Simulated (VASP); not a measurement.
Runs of VASP 6.6.1 on C. The structure is that of space group P6/mmm (No. 191), or close to it. The cells are those of the table. 

```csv
task,cell,k mesh,cutoff (eV),smearing,gap on the mesh (eV),pressure (GPa),relaxed volume (Å³/atom)
relaxation of cell and atoms,"relaxed from a = 3.958, b = 3.958, c = 1.280 Å, angles 90.0, 90.0, 120.0°, 1 atom",9 × 9 × 20,600,gaussian 0.02 eV,none,0.0,12.69
relaxation of cell and atoms,"relaxed from a = 2.393, b = 2.393, c = 2.236 Å, angles 90.0, 90.0, 120.0°, 1 atom",9 × 9 × 8,600,gaussian 0.1 eV,none,-0.8,-
single point,"a = 3.401, b = 3.401, c = 1.282 Å, angles 90.0, 90.0, 120.0°, 1 atom",9 × 9 × 20,520,gaussian 0.02 eV,none,0.0,-
single point,"a = 2.001, b = 2.001, c = 1.579 Å, angles 90.0, 90.0, 120.0°, 1 atom",33 × 33 × 34,520,gaussian 0.1 eV,none,(a),-
relaxation of cell and atoms,"relaxed from a = 1.997, b = 1.997, c = 1.579 Å, angles 90.0, 90.0, 120.0°, 1 atom",33 × 33 × 34,600,gaussian 0.1 eV,none,0.0,5.48
```

Alike in all rows: level PBEsol; potentials or basis VASP PAW PBE potentials, release 64 (C); no spin polarisation.

**Question.** Fill in the values left out.

**Answer.** (a) 0.7.

Caveats: the PAW data sets were made with another functional, which shifts forces and pressure a little; the volume moved by over 15 % at a fixed basis, so the end points are rough (some runs).

A gap of «none» marks levels without a gap at the run's occupations.
